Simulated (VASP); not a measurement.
## ZnRe: single point with PBE+D3(BJ)

Crystal: ZnRe.

```xyz
2
Lattice="2.7216 0.0000 0.0000 -1.3608 2.3570 0.0000 0.0000 0.0000 4.4248" Properties=species:S:1:pos:R:3 pbc="T T T"
Re    0.0000    1.5713    2.2124
Zn    0.0000    0.0000    0.0000
```

```json
{
 "Program": "VASP 6.6.1",
 "Task": "single point",
 "Functional": "PBE",
 "Dispersion": "D3(BJ)",
 "Potentials or basis": "VASP PAW PBE potentials, release 64 (Re, Zn)",
 "Cutoff": "520 eV",
 "k mesh": "11 × 11 × 6",
 "Occupations": "fermi-dirac, width 0.05 eV",
 "Spin": "no spin polarisation",
 "Dipole correction": "no",
 "Further INCAR settings": "ALGO = Normal; EDIFF = 1e-06; NBANDS = 16"
}
```

* Pressure: 0.1 GPa
* Dispersion energy per atom: -0.551 eV

Stress tensor (GPa, compression positive):
```
-0.06  0.00  0.00
 0.00 -0.06  0.00
 0.00  0.00  0.48
```

Levels at points of the mesh, in eV from the Fermi level:
| k point | band 7 | band 8 | band 9 | band 10 | band 11 | band 12 | band 13 | band 14 |
| --- | --- | --- | --- | --- | --- | --- | --- | --- |
| (0.00, 0.00, 0.00) | -5.12 | -1.56 | -1.28 | -1.28 | 1.78 | 1.78 | 5.09 | 14.79 |
| (0.00, 0.00, 0.50) | -7.03 | -3.24 | -1.19 | -1.19 | 1.70 | 1.70 | 9.82 | 14.53 |

Wall time 23 s on 1 thread of Intel(R) Xeon(R) Platinum 8259CL CPU @ 2.50GHz (Skylake/Cascade Lake), with other jobs on the host, peak memory 0.17 GiB.

Caveat: spin-orbit coupling is left out, which moves the levels of the heavy elements; pairwise dispersion overbinds metals, which lowers pressure and volume.
